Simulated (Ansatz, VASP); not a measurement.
## Two plane-wave programs on Li2Se

```
Li Se
1.0
     0.00000    2.70392    2.70392
     2.70392    0.00000    2.70392
     2.70392    2.70392    0.00000
Li Se
2 1
Direct
  0.75000 0.75000 0.75000
  0.25000 0.25000 0.25000
  0.00000 0.00000 0.00000
```

Change from the starting cell: volume scaled by 0.75, PAW files.

Alike in both runs: task electric field gradients; functional r2SCAN; k mesh 8 × 8 × 8; occupations fermi-dirac, width 0.03 eV; no spin polarisation.

|  | VASP | Ansatz |
| --- | --- | --- |
| version | VASP 6.6.1 | Ansatz 0.2.0 |
| potentials or method | VASP PAW PBE potentials, release 64 (Li_sv, Se) | PAW with Ansatz's default frozen-core files, scalar-relativistic |
| plane-wave cutoff (eV) | 720 | 500 |
| valence electrons in the cell | 12 | 22 |

Ansatz gave:

| Item | Value |
| --- | --- |
| gap on the k mesh at the Fermi level (eV) | 3.09 |
| pressure (GPa) | 19.4 |

Problem. What did VASP give for the same quantities?

Solution. gap on the k mesh at the Fermi level (eV): 3.07; pressure (GPa): 19.5.

VASP's potentials were made for PBE, not for r2SCAN. With one functional, cell and mesh, what is left measures potentials, basis and numerics. VASP's potentials hold 12 valence electrons a cell and Ansatz's 22, so a difference there can come from the potentials and not from the codes.
